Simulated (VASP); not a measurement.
Input of a VASP 6.6.1 run:

The input INCAR:

```
SYSTEM = Pb
PREC     = Accurate       ! precision mode
ENCUT    = 520            ! plane-wave cutoff, eV
EDIFF    = 1E-7           ! SCF threshold, eV
ISMEAR   = -1             ! smearing method
SIGMA    = 0.05           ! smearing width, eV
LREAL    = .False.        ! projectors in reciprocal space
LASPH    = .True.         ! aspherical terms in the spheres
NELM     = 80             ! most SCF steps
ALGO     = Fast           ! electronic algorithm
ISIF     = 2              ! what is computed and relaxed
LWAVE    = .False.        ! write WAVECAR
LCHARG   = .False.        ! write CHGCAR
GGA      = CA             ! functional
NBANDS   = 36             ! bands
```

Contents of KPOINTS:

```
regular mesh
0
Gamma
  9 9 3
  0 0 0
```

Contents of POSCAR:

```
Pb
1.0
    3.4524201150      0.0000000000      0.0000000000
   -1.7262100576      2.9898835242      0.0000000000
    0.0000000000      0.0000000000     11.2605791934
Pb
4
Direct
    0.6666666667      0.3333333333      0.7500000000
    0.0000000000      0.0000000000      0.5000000000
    0.3333333333      0.6666666667      0.2500000000
    0.0000000000      0.0000000000      0.0000000000
```

Potentials or basis: VASP PAW LDA potentials, release 64 (Pb_d).

Launch:

```console
$ cat potpaw_LDA.64/Pb_d/POTCAR > POTCAR
$ mpirun -np 1 vasp_std > vasp.out
```

**Question.** Predict the pressure.

**Answer.** -0.2 GPa.

**Question.** What does it give for the band gap on the k mesh?

**Answer.** Zero (bands 28 and 29 overlap by 8.04 eV).

Stress tensor (GPa, compression positive):
```
-0.37  0.00  0.00
 0.00 -0.37  0.00
 0.00  0.00  0.25
```

Caveat: spin-orbit coupling is left out, which moves the levels of the heavy elements.
